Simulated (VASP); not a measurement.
# InGa3As2 (P4/mmm) in VASP: notebook

InGa3As2 is run at these levels: PBE; tasks: single point.

Program: VASP 6.6.1. These are calculated values, not measurements. Logs are shortened: lines on timing, memory, paths and dates and some standing lists are left out, and cuts for length are marked.

**1. The cell of the first run**

It takes space group P4/mmm (No. 123, tetragonal). The conventional cell has a = 3.434 Å, b = 3.434 Å, c = 10.268 Å, α = 90.00°, β = 90.00°, γ = 90.00°. In (site symmetry 4/mmm) has 8 Ga at 3.08 Å and 2 As at 3.43 Å and 4 In at 3.43 Å within 4.0 Å. Within 3.8 Å of Ga (site symmetry 4mm) lie 4 As at 2.88 Å and 4 In at 3.08 Å and 6 Ga at 3.25 to 3.77 Å. Within 3.9 Å of Ga (site symmetry 4/mmm) lie 8 As at 2.97 Å and 6 Ga at 3.25 to 3.43 Å. As (site symmetry 4mm) has 8 Ga at 2.88 to 2.97 Å and 5 As at 3.40 to 3.43 Å and 1 In at 3.43 Å within 3.8 Å.

**2. Single point, PBE**

Input file INCAR:

```
ALGO = Normal
EDIFF = 1E-7
ENCUT = 520
GGA = PE
ISIF = 2
ISMEAR = 0
LASPH = T
LCHARG = F
LREAL = F
LWAVE = F
NBANDS = 40
NELM = 100
PREC = Accurate
SIGMA = 0.1
```

Input file KPOINTS:

```
k-points
0
Gamma
  6 6 2
```

Input file POSCAR:

```
InGa3As2
1.0
    3.4342868700      0.0000000000      0.0000000000
    0.0000000000      3.4342868700      0.0000000000
    0.0000000000      0.0000000000     10.2675157400
In Ga As
1 3 2
Direct
    0.0000000000      0.0000000000      0.0000000000
    0.5000000000      0.5000000000      0.1837450000
    0.5000000000      0.5000000000      0.5000000000
    0.5000000000      0.5000000000      0.8162550000
    0.0000000000      0.0000000000      0.3342649900
    0.0000000000      0.0000000000      0.6657350100
```

Potentials or basis: VASP PAW PBE potentials, release 64 (In_d, Ga_d, As).

Run with:

```sh
cat potpaw_PBE.64/In_d/POTCAR potpaw_PBE.64/Ga_d/POTCAR potpaw_PBE.64/As/POTCAR > POTCAR
mpirun -np 1 vasp_std > vasp.out
```

OUTCAR:

```text
EDIFF = 1E-7
   ENCUT = 520
   GGA = PE
   ISIF = 2
   ISMEAR = 0
   LASPH = T
   LREAL = F
   NELM = 100
   PREC = Accurate

 ion  position               nearest neighbor table
   1  0.000  0.000  0.000-   2 3.08   4 3.08   2 3.08   4 3.08   2 3.08   4 3.08   2 3.08   4 3.08
                             5 3.43   6 3.43
   2  0.500  0.500  0.184-   5 2.88   5 2.88   5 2.88   5 2.88   1 3.08   1 3.08   1 3.08   1 3.08

   3  0.500  0.500  0.500-
   4  0.500  0.500  0.816-   6 2.88   6 2.88   6 2.88   6 2.88   1 3.08   1 3.08   1 3.08   1 3.08

   5  0.000  0.000  0.334-   2 2.88   2 2.88   2 2.88   2 2.88   1 3.43
   6  0.000  0.000  0.666-   4 2.88   4 2.88   4 2.88   4 2.88   1 3.43

  LATTYP: Found a simple tetragonal cell.
 ALAT       =     3.4342868700
 C/A-ratio  =     2.9897082360

  Lattice vectors:

 A1 = (   3.4342868700,   0.0000000000,   0.0000000000)
 A2 = (   0.0000000000,   3.4342868700,   0.0000000000)
 A3 = (   0.0000000000,   0.0000000000,  10.2675157400)

Analysis of symmetry for initial positions (statically):
=====================================================================
 Subroutine PRICEL returns:
 Original cell was already a primitive cell.

 Routine SETGRP: Setting up the symmetry group for a
 simple tetragonal supercell.

 Subroutine GETGRP returns: Found 16 space group operations
 (whereof 16 operations were pure point group operations)
 out of a pool of 16 trial point group operations.

The static configuration has the point symmetry D_4h.

Analysis of symmetry for dynamics (positions and initial velocities):
=====================================================================
 Subroutine PRICEL returns:
 Original cell was already a primitive cell.

 Routine SETGRP: Setting up the symmetry group for a
 simple tetragonal supercell.

 Subroutine GETGRP returns: Found 16 space group operations
 (whereof 16 operations were pure point group operations)
 out of a pool of 16 trial point group operations.

The dynamic configuration has the point symmetry D_4h.

 Subroutine INISYM returns: Found 16 space group operations
 (whereof 16 operations are pure point group operations),
 and found     1 'primitive' translations

----------------------------------------------------------------------------------------

                                     Primitive cell

  volume of cell :     121.0984

  direct lattice vectors                    reciprocal lattice vectors
     3.434286870  0.000000000  0.000000000     0.291181266  0.000000000  0.000000000
     0.000000000  3.434286870  0.000000000     0.000000000  0.291181266  0.000000000
     0.000000000  0.000000000 10.267515740     0.000000000  0.000000000  0.097394543

  length of vectors
     3.434286870  3.434286870 10.267515740     0.291181266  0.291181266  0.097394543

  position of ions in fractional coordinates (direct lattice)
     0.000000000  0.000000000  0.000000000
     0.500000000  0.500000000  0.183745000
     0.500000000  0.500000000  0.500000000
     0.500000000  0.500000000  0.816255000
     0.000000000  0.000000000  0.334264990
     0.000000000  0.000000000  0.665735010

  ion indices of the primitive-cell ions
   primitive index   ion index
                 1           1
                 2           2
                 3           3
                 4           4
                 5           5
                 6           6

----------------------------------------------------------------------------------------

 KPOINTS: k-points

Automatic generation of k-mesh.
 Grid dimensions read from file:
 generate k-points for:    6    6    2

 Generating k-lattice:

  Cartesian coordinates                     Fractional coordinates (reciprocal lattice)
     0.048530211  0.000000000  0.000000000     0.166666667  0.000000000  0.000000000
     0.000000000  0.048530211  0.000000000     0.000000000  0.166666667  0.000000000
     0.000000000  0.000000000  0.048697271     0.000000000  0.000000000  0.500000000

  Length of vectors
     0.048530211  0.048530211  0.048697271

  Shift w.r.t. Gamma in fractional coordinates (k-lattice)
     0.000000000  0.000000000  0.000000000

 Subroutine IBZKPT returns following result:
 ===========================================

 Found     20 irreducible k-points:

 Following reciprocal coordinates:
            Coordinates               Weight
  0.000000  0.000000  0.000000      1.000000
  0.166667  0.000000  0.000000      4.000000
  0.333333  0.000000  0.000000      4.000000
  0.500000  0.000000  0.000000      2.000000
  0.166667  0.166667  0.000000      4.000000
  0.333333  0.166667  0.000000      8.000000
[... 12 lines left out ...]
  0.500000  0.333333  0.500000      4.000000
  0.500000  0.500000  0.500000      1.000000
   k-points           NKPTS =     20   k-points in BZ     NKDIM =     20   number of bands    NBANDS=     40
   number of dos      NEDOS =    301   number of ions     NIONS =      6
   total plane-waves  NPLWV =  62720
   dimension x,y,z NGX =    28 NGY =   28 NGZ =   80
   dimension x,y,z NGXF=    56 NGYF=   56 NGZF=  160
   ions per type =               1   3   2
   NGX,Y,Z   is equivalent  to a cutoff of  13.55, 13.55, 12.95 a.u.
   NGXF,Y,Z  is equivalent  to a cutoff of  27.11, 27.11, 25.91 a.u.
 SYSTEM =  unknown system
   PREC   = accura    normal or accurate (medium, high low for compatibility)
   ISTART =      0    job   : 0-new  1-cont  2-samecut
   ICHARG =      2    charge: 1-file 2-atom 10-const
   ISPIN  =      1    spin polarized calculation?
   LNONCOLLINEAR =      F non collinear calculations
   LSORBIT =      F    spin-orbit coupling
   LASPH  =      T    aspherical Exc in radial PAW
   ENCUT  =  520.0 eV  38.22 Ry    6.18 a.u.   6.39  6.39 19.09*2*pi/ulx,y,z
   NELM   =    100;   NELMIN=  2; NELMDL= -5     # of ELM steps
   EDIFF  = 0.1E-06   stopping-criterion for ELM
   LREAL  =      F    real-space projection
   EDIFFG = 0.1E-05   stopping-criterion for IOM
   NSW    =      0    number of steps for IOM
   IBRION =     -1    ionic relax: 0-MD 1-quasi-New 2-CG
   NFREE  =      0    steps in history (QN), initial steepest desc. (CG)
   ISIF   =      2    stress and relaxation
   ISYM   =      2    0-nonsym 1-usesym 2-fastsym
   POTIM  = 0.5000    time-step for ionic-motion
   TEBEG  =    0.0;   TEEND  =   0.0 temperature during run
   PSTRESS=    0.0 pullay stress
   NELECT =      62.0000    total number of electrons
   NUPDOWN=      -1.0000    fix difference up-down
   EMIN   =  10.00;   EMAX   =-10.00  energy-range for DOS
   EFERMI =   0.00;   METHOD = LEGACY
   ISMEAR =     0;   SIGMA  =   0.10  broadening in eV -4-tet -1-fermi 0-gaus
   EFERMI_NEDOS =   21; number of points for ismear=-14 and -15
   IALGO  =     38    algorithm
   IMIX   =      4    mixing-type and parameters
     AMIX     =   0.40;   BMIX     =  1.00
     AMIX_MAG =   1.60;   BMIX_MAG =  1.00
  volume/ion in A,a.u.               =      20.18       136.20
  Fermi-wavevector in a.u.,A,eV,Ry     =   1.309662  2.474902 23.336910  1.715215
  Thomas-Fermi vector in A             =   2.440245
   LORBIT       =      0    0 simple, 1 ext, 2 COOP (PROOUT), +10 PAW based schemes
   GGA     = PE    functional components
   LHFCALC =     F    Hartree Fock is set to
   AEXX    =    0.0000 exact exchange contribution
   IVDW    =     0    specifies the selected vdW correction
   LEPSILON=     F    determine dielectric tensor
   LRPA    =     F    only Hartree local field effects (RPA)
 non-spin polarized calculation
 Gauss-broadening in eV      SIGMA  =   0.10
  energy-cutoff  :      520.00
  volume of cell :      121.10
 maximum number of plane-waves:      3294
 NGX is ok and might be reduce to    28
   NGX = 13   NGY = 13   NGZ = 39

 number of electron      61.9999958 magnetization

 Free energy of the ion-electron system (eV)
  ---------------------------------------------------
  ext. energy  EPLUGINS =         0.00000000
  ---------------------------------------------------
  free energy    TOTEN  =       -19.87542471 eV

  energy without entropy =      -19.86525312  energy(sigma->0) =      -19.87033892

 E-fermi :   6.2035     XC(G=0): -10.7640

 val. band max:        6.0883516663   @ k =   0.5000   0.1667   0.0000
 cond. band min:       6.2365075512   @ k =   0.3333   0.0000   0.0000
 fundamental gap:      0.1481558849
 Fermi energy:         6.2035099030

 k-point     1 :       0.0000    0.0000    0.0000
  band No.  band energies     occupation
      1      -8.7702      2.00000
      2      -8.7621      2.00000
      3      -8.7166      2.00000
      4      -8.7000      2.00000
      5      -8.7000      2.00000
      6      -8.6984      2.00000
[... 32 lines left out ...]
     39      12.3418      0.00000
     40      12.3420      0.00000

 k-point     2 :       0.1667    0.0000    0.0000
  band No.  band energies     occupation
      1      -8.7545      2.00000
      2      -8.7340      2.00000
      3      -8.7200      2.00000
      4      -8.7051      2.00000
      5      -8.6982      2.00000
      6      -8.6904      2.00000
[... 32 lines left out ...]
     39      12.3481      0.00000
     40      12.7685      0.00000

 k-point     3 :       0.3333    0.0000    0.0000
  band No.  band energies     occupation
      1      -8.7475      2.00000
      2      -8.7406      2.00000
      3      -8.7166      2.00000
      4      -8.7096      2.00000
      5      -8.7088      2.00000
      6      -8.7005      2.00000
[... 32 lines left out ...]
     39      11.9868      0.00000
     40      11.9954      0.00000

 k-point     4 :       0.5000    0.0000    0.0000
  band No.  band energies     occupation
      1      -8.7583      2.00000
      2      -8.7470      2.00000
      3      -8.7208      2.00000
      4      -8.7204      2.00000
      5      -8.7148      2.00000
      6      -8.7060      2.00000
[... 32 lines left out ...]
     39      12.0617      0.00000
     40      12.3475      0.00000
[... 600 lines left out ...]
     39      10.0608      0.00000
     40      10.9592      0.00000

 k-point    19 :       0.5000    0.3333    0.5000
  band No.  band energies     occupation
      1      -8.7886      2.00000
      2      -8.7589      2.00000
      3      -8.7496      2.00000
      4      -8.7358      2.00000
      5      -8.7261      2.00000
      6      -8.7196      2.00000
[... 32 lines left out ...]
     39       8.8547      0.00000
     40       9.3262      0.00000

 k-point    20 :       0.5000    0.5000    0.5000
  band No.  band energies     occupation
      1      -8.7814      2.00000
      2      -8.7814      2.00000
      3      -8.7629      2.00000
      4      -8.7605      2.00000
      5      -8.7162      2.00000
      6      -8.7162      2.00000
[... 32 lines left out ...]
     39       9.9039      0.00000
     40      10.9308      0.00000

------------------------ aborting loop because EDIFF is reached ----------------------------------------

  FORCE on cell =-STRESS in cart. coord.  units (eV):
  Direction    XX          YY          ZZ          XY          YZ          ZX
  --------------------------------------------------------------------------------------
  -------------------------------------------------------------------------------------
  Total        0.2179057      0.2179057      1.5282687      0.0000000      0.0000000      0.0000000
  in kB        2.8829740      2.8829740     20.2195640      0.0000000      0.0000000      0.0000000
  external PRESSURE =       8.6618374 kB  Pullay stress =       0.0000000 kB

 VOLUME and BASIS-vectors are now :
 -----------------------------------------------------------------------------
  energy-cutoff  :      520.00
  volume of cell :      121.10
      direct lattice vectors                 reciprocal lattice vectors
     3.434286870  0.000000000  0.000000000     0.291181266  0.000000000  0.000000000
     0.000000000  3.434286870  0.000000000     0.000000000  0.291181266  0.000000000
     0.000000000  0.000000000 10.267515740     0.000000000  0.000000000  0.097394543

 POSITION                                       TOTAL-FORCE (eV/Angst)
 -----------------------------------------------------------------------------------
      0.00000      0.00000      0.00000         0.000000      0.000000      0.000000
      1.71714      1.71714      1.88660         0.000000     -0.000000      0.453230
      1.71714      1.71714      5.13376         0.000000      0.000000      0.000000
      1.71714      1.71714      8.38091         0.000000      0.000000     -0.453230
      0.00000      0.00000      3.43207         0.000000      0.000000     -0.057675
      0.00000      0.00000      6.83544        -0.000000     -0.000000      0.057675
 -----------------------------------------------------------------------------------
    total drift:                                0.000000      0.000000     -0.000000

  FREE ENERGIE OF THE ION-ELECTRON SYSTEM (eV)
  ---------------------------------------------------
  free  energy   TOTEN  =       -19.8754247093 eV

  energy  without entropy=      -19.8652531231  energy(sigma->0) =      -19.87033892
```

Run time: 49 s. Hardware: 1 thread of Intel Xeon 6975P-C (Granite Rapids), shared host; peak memory 0.28 GiB.

What came out:

| Item | Value |
| --- | --- |
| Free energy | -19.8754 eV |
| Pressure | 0.9 GPa |
| Largest force | 0.453 eV/Å |
| Band gap on the k mesh | zero (band 31 reaches 7.41 eV, above the bottom of band 32 at 4.12 eV) |

Forces in eV/Å, atoms in the order of the input:
```
In   0.000  0.000  0.000
Ga   0.000  0.000  0.453
Ga   0.000  0.000  0.000
Ga   0.000  0.000 -0.453
As   0.000  0.000 -0.058
As   0.000  0.000  0.058
```

Levels at points of the mesh, in eV from the Fermi level:
```
           k point  band 27  band 28  band 29  band 30  band 31  band 32  band 33  band 34
(0.00, 0.00, 0.00)    -0.62    -0.62    -0.13     0.24     0.24     1.17     2.56     3.11
(0.50, 0.00, 0.00)    -3.01    -3.01    -2.19    -1.95     1.21     1.63     2.57     3.26
(0.50, 0.50, 0.00)    -3.78    -3.78    -3.16    -3.11    -2.09    -2.09    -0.79    -0.47
(0.00, 0.00, 0.50)    -0.56    -0.56     0.11     0.11     0.26     0.51     3.40     3.72
(0.50, 0.00, 0.50)    -4.68    -4.40    -0.43     0.10     0.62     1.22     1.34     1.61
(0.50, 0.50, 0.50)    -4.13    -4.13    -2.71    -2.65    -2.14    -1.21    -1.21    -0.28
```

Caveat: spin-orbit coupling is left out, which moves the levels of the heavy elements.

**3. Single point, PBE**

This run uses another cell than the first one, of 20.90 Å³/atom, 1.035 times its volume.

Input file INCAR:

```
SYSTEM = InGa3As2
PREC = Accurate ; ENCUT = 520
EDIFF = 1E-6 ; ISMEAR = 0
SIGMA = 0.1 ; LREAL = .FALSE.
LASPH = .TRUE. ; NELM = 80
ALGO = Normal ; ISIF = 2
LWAVE = .FALSE. ; LCHARG = .FALSE.
GGA = PE ; NBANDS = 40
```

Input file KPOINTS:

```
regular mesh
0
G
  6 6 2
  0 0 0
```

Input file POSCAR:

```
InGa3As2
1.0
    3.2944793102      0.0000000000      0.0000000000
    0.0000000000      3.2944793102      0.0000000000
    0.0000000000      0.0000000000     11.5530571506
In Ga As
1 3 2
Direct
    0.0000000000      0.0000000000      0.0000000000
    0.5000000000      0.5000000000      0.1930966819
    0.5000000000      0.5000000000      0.5000000000
    0.5000000000      0.5000000000      0.8069033181
    0.0000000000      0.0000000000      0.3286023242
    0.0000000000      0.0000000000      0.6713976758
```

Potentials or basis: VASP PAW PBE potentials, release 64 (In_d, Ga_d, As).

Run with:

```sh
cat potpaw_PBE.64/In_d/POTCAR potpaw_PBE.64/Ga_d/POTCAR potpaw_PBE.64/As/POTCAR > POTCAR
mpirun -np 1 vasp_std > vasp.out
```

Wall time 51 s (1 thread of Intel Xeon 6975P-C (Granite Rapids), shared host); peak memory 0.29 GiB.

It converged, with:

```
Free energy            : -20.0958 eV
Pressure               : 0.2 GPa
Largest force          : 0.018 eV/Å
Band gap on the k mesh : zero (band 31 reaches 7.31 eV, above the bottom of band 32 at 4.40 eV)
```

Forces in eV/Å, atoms in the order of the input:
```
In   0.000  0.000  0.000
Ga   0.000  0.000 -0.018
Ga   0.000  0.000  0.000
Ga   0.000  0.000  0.018
As   0.000  0.000  0.006
As   0.000  0.000 -0.006
```

Stress tensor (GPa, compression positive):
```
0.07 0.00 0.00
0.00 0.07 0.00
0.00 0.00 0.47
```

Levels at points of the mesh, in eV from the Fermi level:
```
           k point  band 27  band 28  band 29  band 30  band 31  band 32  band 33  band 34  band 35  band 36
(0.00, 0.00, 0.00)    -1.55     0.32     0.32     0.74     0.74     1.94     2.94     4.07     4.54     4.54
(0.50, 0.00, 0.00)    -3.27    -3.15    -2.60    -2.47     1.56     2.14     2.20     2.29     2.39     3.20
(0.50, 0.50, 0.00)    -3.88    -3.40    -2.53    -2.04    -1.35    -1.35    -0.48    -0.36     1.10     1.10
(0.00, 0.00, 0.50)     0.35     0.35     0.37     0.70     0.70     0.73     3.82     3.88     5.05     5.05
(0.50, 0.00, 0.50)    -4.42    -4.11    -1.50    -0.45    -0.36     0.28     2.14     2.28     4.38     4.98
(0.50, 0.50, 0.50)    -3.93    -3.53    -2.38    -1.81    -1.35    -0.79    -0.79    -0.25    -0.25     0.51
```

Caveat: spin-orbit coupling is left out, which moves the levels of the heavy elements.
